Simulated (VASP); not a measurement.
# SrO (Fm-3m) in VASP: a series of runs

Aim: see how the results for SrO move with the level of theory and the settings. Levels: RPBE, revPBE+D4, PBE+D4, PBEsol-based screened hybrid. Tasks: single point, relaxation of cell and atoms.

All numbers are computed with VASP 6.6.1; they aren't measurements. Logs are shortened: lines on timing, memory, paths and dates and some standing lists are left out, and cuts for length are marked.

## (1) The cell of the first run

Symmetry: Fm-3m, No. 225, cubic system. The conventional cell has a = 5.257 Å, b = 5.257 Å, c = 5.257 Å, α = 90.00°, β = 90.00°, γ = 90.00°. Sr (site symmetry m-3m) has 6 O at 2.63 Å within 3.5 Å. O (site symmetry m-3m) has 6 Sr at 2.63 Å within 3.5 Å.

## (2) Single point, RPBE

INCAR

```
SYSTEM = SrO
PREC     = Accurate       ! precision mode
ENCUT    = 520            ! plane-wave cutoff, eV
EDIFF    = 1E-6           ! SCF threshold, eV
ISMEAR   = -1             ! smearing method
SIGMA    = 0.05           ! smearing width, eV
LREAL    = .FALSE.        ! projectors in reciprocal space
LASPH    = .TRUE.         ! aspherical terms in the spheres
NELM     = 60             ! most SCF steps
ALGO     = Normal         ! electronic algorithm
ISIF     = 2              ! what is computed and relaxed
LWAVE    = .FALSE.        ! write WAVECAR
LCHARG   = .FALSE.        ! write CHGCAR
GGA      = RP             ! functional
NBANDS   = 15             ! bands
```

KPOINTS

```
Automatic mesh
0
G
  9 9 9
  0 0 0
```

POSCAR

```
SrO
1.0
    0.0000000000      2.6285429045      2.6285429045
    2.6285429045      0.0000000000      2.6285429045
    2.6285429045      2.6285429045      0.0000000000
Sr O
1 1
Direct
    0.5000000000      0.5000000000      0.5000000000
    0.0000000000      0.0000000000      0.0000000000
```

Potentials or basis: VASP PAW PBE potentials, release 64 (Sr_sv, O).

The run is started by

```
> cat potpaw_PBE.64/Sr_sv/POTCAR potpaw_PBE.64/O/POTCAR > POTCAR
> mpirun -np 1 vasp_std > vasp.out
```

OUTCAR:

```text
SYSTEM = SrO
   PREC = Accurate
   ENCUT = 520
   EDIFF = 1E-6
   ISMEAR = -1
   LREAL = .FALSE.
   LASPH = .TRUE.
   NELM = 60
   ISIF = 2
   GGA = RP

 ion  position               nearest neighbor table
   1  0.500  0.500  0.500-   2 2.63   2 2.63   2 2.63   2 2.63   2 2.63   2 2.63
   2  0.000  0.000  0.000-   1 2.63   1 2.63   1 2.63   1 2.63   1 2.63   1 2.63

  LATTYP: Found a face centered cubic cell.
 ALAT       =     5.2570858090

  Lattice vectors:

 A1 = (   0.0000000000,   2.6285429045,   2.6285429045)
 A2 = (   2.6285429045,   0.0000000000,   2.6285429045)
 A3 = (   2.6285429045,   2.6285429045,   0.0000000000)

Analysis of symmetry for initial positions (statically):
=====================================================================
 Subroutine PRICEL returns:
 Original cell was already a primitive cell.

 Routine SETGRP: Setting up the symmetry group for a
 face centered cubic supercell.

 Subroutine GETGRP returns: Found 48 space group operations
[... 9 lines left out ...]

 Routine SETGRP: Setting up the symmetry group for a
 face centered cubic supercell.

 Subroutine GETGRP returns: Found 48 space group operations
[... 11 lines left out ...]
                                     Primitive cell

  volume of cell :      36.3225

  direct lattice vectors                    reciprocal lattice vectors
     0.000000000  2.628542905  2.628542905    -0.190219455  0.190219455  0.190219455
     2.628542905  0.000000000  2.628542905     0.190219455 -0.190219455  0.190219455
     2.628542905  2.628542905  0.000000000     0.190219455  0.190219455 -0.190219455

  length of vectors
     3.717321025  3.717321025  3.717321025     0.329469761  0.329469761  0.329469761

  position of ions in fractional coordinates (direct lattice)
     0.500000000  0.500000000  0.500000000
     0.000000000  0.000000000  0.000000000

  ion indices of the primitive-cell ions
   primitive index   ion index
                 1           1
                 2           2

----------------------------------------------------------------------------------------

 KPOINTS: Automatic mesh

Automatic generation of k-mesh.
 Grid dimensions read from file:
 generate k-points for:    9    9    9

 Generating k-lattice:

  Cartesian coordinates                     Fractional coordinates (reciprocal lattice)
    -0.021135495  0.021135495  0.021135495     0.111111111  0.000000000  0.000000000
     0.021135495 -0.021135495  0.021135495     0.000000000  0.111111111  0.000000000
     0.021135495  0.021135495 -0.021135495     0.000000000  0.000000000  0.111111111

  Length of vectors
     0.036607751  0.036607751  0.036607751

  Shift w.r.t. Gamma in fractional coordinates (k-lattice)
     0.000000000  0.000000000  0.000000000

 Subroutine IBZKPT returns following result:
 ===========================================

 Found     35 irreducible k-points:

 Following reciprocal coordinates:
            Coordinates               Weight
  0.000000  0.000000  0.000000      1.000000
  0.111111  0.000000  0.000000      8.000000
  0.222222  0.000000  0.000000      8.000000
  0.333333  0.000000  0.000000      8.000000
  0.444444  0.000000  0.000000      8.000000
  0.111111  0.111111  0.000000      6.000000
[... 16 lines left out ...]
 -0.333333  0.333333  0.000000     12.000000
  0.444444  0.444444  0.000000      6.000000
 [... further k-points ...]
   k-points           NKPTS =     35   k-points in BZ     NKDIM =     35   number of bands    NBANDS=     15
   number of dos      NEDOS =    301   number of ions     NIONS =      2
   total plane-waves  NPLWV =  21952
   dimension x,y,z NGX =    28 NGY =   28 NGZ =   28
   dimension x,y,z NGXF=    56 NGYF=   56 NGZF=   56
   ions per type =               1   1
   NGX,Y,Z   is equivalent  to a cutoff of  12.52, 12.52, 12.52 a.u.
   NGXF,Y,Z  is equivalent  to a cutoff of  25.04, 25.04, 25.04 a.u.
 SYSTEM =  SrO
   PREC   = accura    normal or accurate (medium, high low for compatibility)
   ISTART =      0    job   : 0-new  1-cont  2-samecut
   ICHARG =      2    charge: 1-file 2-atom 10-const
   ISPIN  =      1    spin polarized calculation?
   LNONCOLLINEAR =      F non collinear calculations
   LSORBIT =      F    spin-orbit coupling
   LASPH  =      T    aspherical Exc in radial PAW
   ENCUT  =  520.0 eV  38.22 Ry    6.18 a.u.   6.91  6.91  6.91*2*pi/ulx,y,z
   NELM   =     60;   NELMIN=  2; NELMDL= -5     # of ELM steps
   EDIFF  = 0.1E-05   stopping-criterion for ELM
   LREAL  =      F    real-space projection
   EDIFFG = 0.1E-04   stopping-criterion for IOM
   NSW    =      0    number of steps for IOM
   IBRION =     -1    ionic relax: 0-MD 1-quasi-New 2-CG
   NFREE  =      0    steps in history (QN), initial steepest desc. (CG)
   ISIF   =      2    stress and relaxation
   ISYM   =      2    0-nonsym 1-usesym 2-fastsym
   POTIM  = 0.5000    time-step for ionic-motion
   TEBEG  =    0.0;   TEEND  =   0.0 temperature during run
   PSTRESS=    0.0 pullay stress
   NELECT =      16.0000    total number of electrons
   NUPDOWN=      -1.0000    fix difference up-down
   EMIN   =  10.00;   EMAX   =-10.00  energy-range for DOS
   EFERMI =   0.00;   METHOD = LEGACY
   ISMEAR =    -1;   SIGMA  =   0.05  broadening in eV -4-tet -1-fermi 0-gaus
   EFERMI_NEDOS =   21; number of points for ismear=-14 and -15
   IALGO  =     38    algorithm
   IMIX   =      4    mixing-type and parameters
     AMIX     =   0.40;   BMIX     =  1.00
     AMIX_MAG =   1.60;   BMIX_MAG =  1.00
  volume/ion in A,a.u.               =      18.16       122.56
  Fermi-wavevector in a.u.,A,eV,Ry     =   1.245632  2.353903 21.110787  1.551599
  Thomas-Fermi vector in A             =   2.379846
   LORBIT       =      0    0 simple, 1 ext, 2 COOP (PROOUT), +10 PAW based schemes
   GGA     = RP    functional components
   LHFCALC =     F    Hartree Fock is set to
   AEXX    =    0.0000 exact exchange contribution
   IVDW    =     0    specifies the selected vdW correction
   LEPSILON=     F    determine dielectric tensor
   LRPA    =     F    only Hartree local field effects (RPA)
 non-spin polarized calculation
  energy-cutoff  :      520.00
  volume of cell :       36.32
 maximum number of plane-waves:      1002
   NGX = 13   NGY = 13   NGZ = 13

 number of electron      16.0000005 magnetization

 Free energy of the ion-electron system (eV)
  ---------------------------------------------------
  ext. energy  EPLUGINS =         0.00000000
  ---------------------------------------------------
  free energy    TOTEN  =       -11.38807103 eV

  energy without entropy =      -11.38807103  energy(sigma->0) =      -11.38807103

 E-fermi :   2.5305     XC(G=0):  -9.4573

 val. band max:        1.5478816097   @ k =   0.0000   0.0000   0.0000
 cond. band min:       5.0074972549   @ k =   0.4444   0.4444   0.0000
 fundamental gap:      3.4596156452
 Fermi energy:         2.5304884154

 k-point     1 :       0.0000    0.0000    0.0000
  band No.  band energies     occupation
      1     -31.1895      2.00000
      2     -13.5536      2.00000
      3     -12.8973      2.00000
      4     -12.8973      2.00000
      5     -12.8973      2.00000
      6       1.5479      2.00000
      7       1.5479      2.00000
      8       1.5479      2.00000
      9       5.2505      0.00000
     10       7.6663      0.00000
     11       7.6663      0.00000
     12       7.6663      0.00000
     13       9.6320      0.00000
     14       9.6320      0.00000
     15      14.1411      0.00000

 k-point     2 :       0.1111    0.0000    0.0000
  band No.  band energies     occupation
      1     -31.1779      2.00000
      2     -13.8783      2.00000
      3     -12.9054      2.00000
      4     -12.9054      2.00000
      5     -12.6023      2.00000
      6       1.2051      2.00000
      7       1.4090      2.00000
      8       1.4090      2.00000
      9       5.7849      0.00000
     10       7.5527      0.00000
     11       7.8885      0.00000
     12       7.8885      0.00000
     13       9.9213      0.00000
     14       9.9213      0.00000
     15      14.8679      0.00000

 k-point     3 :       0.2222    0.0000    0.0000
  band No.  band energies     occupation
      1     -31.1484      2.00000
      2     -14.3560      2.00000
      3     -12.9257      2.00000
      4     -12.9257      2.00000
      5     -12.2000      2.00000
      6       0.5342      2.00000
      7       1.0870      2.00000
      8       1.0870      2.00000
      9       6.9912      0.00000
     10       7.4809      0.00000
     11       8.5039      0.00000
     12       8.5039      0.00000
     13      10.6738      0.00000
     14      10.6738      0.00000
     15      16.4546      0.00000

 k-point     4 :       0.3333    0.0000    0.0000
  band No.  band energies     occupation
      1     -31.1145      2.00000
      2     -14.7406      2.00000
      3     -12.9485      2.00000
      4     -12.9485      2.00000
      5     -11.9012      2.00000
      6      -0.0654      2.00000
      7       0.7609      2.00000
      8       0.7609      2.00000
      9       7.5998      0.00000
     10       8.4343      0.00000
     11       9.3236      0.00000
     12       9.3237      0.00000
     13      11.6634      0.00000
     14      11.6634      0.00000
     15      16.6893      0.00000
[... 307 lines left out ...]
 k-point    22 :      -0.4444    0.3333    0.0000
  band No.  band energies     occupation
      1     -31.0634      2.00000
      2     -14.2882      2.00000
      3     -13.4530      2.00000
      4     -13.1149      2.00000
      5     -12.4561      2.00000
      6       0.7076      2.00000
      7       0.9614      2.00000
      8       1.0675      2.00000
      9       6.1201      0.00000
     10       9.2411      0.00000
     11       9.8805      0.00000
     12      11.2596      0.00000
     13      11.9305      0.00000
     14      13.9669      0.00000
     15      14.1884      0.00000

 k-point    23 :      -0.3333    0.3333    0.0000
  band No.  band energies     occupation
      1     -31.0662      2.00000
      2     -14.4921      2.00000
      3     -13.4326      2.00000
      4     -13.0589      2.00000
      5     -12.1938      2.00000
      6       0.3147      2.00000
      7       0.8138      2.00000
      8       1.0178      2.00000
      9       7.1472      0.00000
     10       8.5463      0.00000
     11      10.0181      0.00000
     12      10.7185      0.00000
     13      12.2576      0.00000
     14      13.7180      0.00000
     15      15.7699      0.00000

 k-point    24 :       0.4444    0.4444    0.0000
  band No.  band energies     occupation
      1     -31.0635      2.00000
      2     -13.8789      2.00000
      3     -13.2340      2.00000
      4     -13.1757      2.00000
      5     -13.1757      2.00000
      6       0.9303      2.00000
      7       1.4157      2.00000
      8       1.4157      2.00000
      9       5.0075      0.00000
     10       8.8020      0.00000
     11      11.1863      0.00000
     12      11.4886      0.00000
     13      11.9126      0.00000
     14      11.9126      0.00000
     15      14.8747      0.00000

 [... further k-points ...]
[... 5 lines left out ...]
  --------------------------------------------------------------------------------------
  -------------------------------------------------------------------------------------
  Total        0.1010834      0.1010834      0.1010834     -0.0000000     -0.0000000      0.0000000
  in kB        4.4587694      4.4587694      4.4587694     -0.0000000     -0.0000000      0.0000000
  external PRESSURE =       4.4587694 kB  Pullay stress =       0.0000000 kB

 VOLUME and BASIS-vectors are now :
 -----------------------------------------------------------------------------
  energy-cutoff  :      520.00
  volume of cell :       36.32
      direct lattice vectors                 reciprocal lattice vectors
     0.000000000  2.628542905  2.628542905    -0.190219455  0.190219455  0.190219455
     2.628542905  0.000000000  2.628542905     0.190219455 -0.190219455  0.190219455
     2.628542905  2.628542905  0.000000000     0.190219455  0.190219455 -0.190219455

 POSITION                                       TOTAL-FORCE (eV/Angst)
 -----------------------------------------------------------------------------------
      2.62854      2.62854      2.62854        -0.000000     -0.000000      0.000000
      0.00000      0.00000      0.00000         0.000000      0.000000     -0.000000
 -----------------------------------------------------------------------------------
    total drift:                                0.000000      0.000000      0.000000

  FREE ENERGIE OF THE ION-ELECTRON SYSTEM (eV)
  ---------------------------------------------------
  free  energy   TOTEN  =       -11.3880710333 eV

  energy  without entropy=      -11.3880710332  energy(sigma->0) =      -11.38807103
```

Run time: 22 s. Hardware: 1 thread of Intel Xeon Platinum 8488C (Sapphire Rapids), shared host; peak memory 0.16 GiB.

Results:

```
Free energy            : -11.3881 eV
Pressure               : 0.4 GPa
Band gap on the k mesh : 3.46 eV, indirect (least direct gap 3.59 eV)
```

Caveat: the PAW data sets were made with another functional, which shifts forces and pressure a little.

## (3) Relaxation of cell and atoms, revPBE+D4

This run uses another cell than the first one, of 16.90 Å³/atom, 0.931 times its volume.

INCAR

```
SYSTEM = SrO
PREC = Accurate ; ENCUT = 600
EDIFF = 1E-6 ; ISMEAR = -1
SIGMA = 0.05 ; LREAL = .FALSE.
LASPH = .TRUE. ; NELM = 60
ALGO = Normal ; ISIF = 3
LWAVE = .FALSE. ; LCHARG = .FALSE.
GGA = RE ; IVDW = 13
IBRION = 2 ; NSW = 80
EDIFFG = -0.01
```

KPOINTS is that of step 2.

POSCAR

```
SrO
1.0
    0.0000000000      2.5663000000      2.5663000000
    2.5663000000      0.0000000000      2.5663000000
    2.5663000000      2.5663000000      0.0000000000
Sr O
1 1
Direct
    0.5000000000      0.5000000000      0.5000000000
    0.0000000000      0.0000000000      0.0000000000
```

Potentials or basis: VASP PAW PBE potentials, release 64 (Sr_sv, O).

The run is started by

```
> cat potpaw_PBE.64/Sr_sv/POTCAR potpaw_PBE.64/O/POTCAR > POTCAR
> mpirun -np 1 vasp_std > vasp.out
```

Wall time 57 s (1 thread of Intel Xeon Platinum 8488C (Sapphire Rapids), shared host); peak memory 0.19 GiB.

It converged, with:

```
Free energy                            : -11.9830 eV
Relaxed volume                         : 17.50 Å³/atom
Relaxed cell                           : a = 3.671 Å, b = 3.671 Å, c = 3.671 Å, α = 60.00°, β = 60.00°, γ = 60.00°
Space group after relaxing (to 0.05 Å) : Fm-3m (No. 225)
Energy gained by relaxing              : 5.5 meV/atom
Ionic steps                            : 3
Pressure after relaxing                : 0.0 GPa
Band gap on the k mesh                 : 3.42 eV, indirect (least direct gap 3.54 eV)
Dispersion energy per atom             : -0.264 eV
```

Step by step:
```csv
step,energy change (eV),largest force (eV/Å),pressure (GPa),volume (Å³)
1,0.0000,0.0000,3.09,33.80
2,-0.0098,0.0000,-0.97,35.42
3,-0.0111,0.0000,0.01,34.99
```

Final structure:
```xyz
2
Lattice="0.0000 2.5961 2.5961 2.5961 0.0000 2.5961 2.5961 2.5961 0.0000" Properties=species:S:1:pos:R:3 pbc="T T T"
Sr    2.5961    2.5961    2.5961
O     0.0000    0.0000    0.0000
```

Levels at points of the mesh, in eV from the valence-band top:
| k point | band 4 | band 5 | band 6 | band 7 | band 8 | band 9 | band 10 | band 11 | band 12 |
| --- | --- | --- | --- | --- | --- | --- | --- | --- | --- |
| (0.00, 0.00, 0.00) | -14.24 | -14.24 | 0.00 | 0.00 | 0.00 | 3.91 | 6.19 | 6.19 | 6.19 |

Caveat: the PAW data sets were made with another functional, which shifts forces and pressure a little. Zero-point motion and thermal expansion aren't in these numbers.

(Continued in part 2 of 2.)
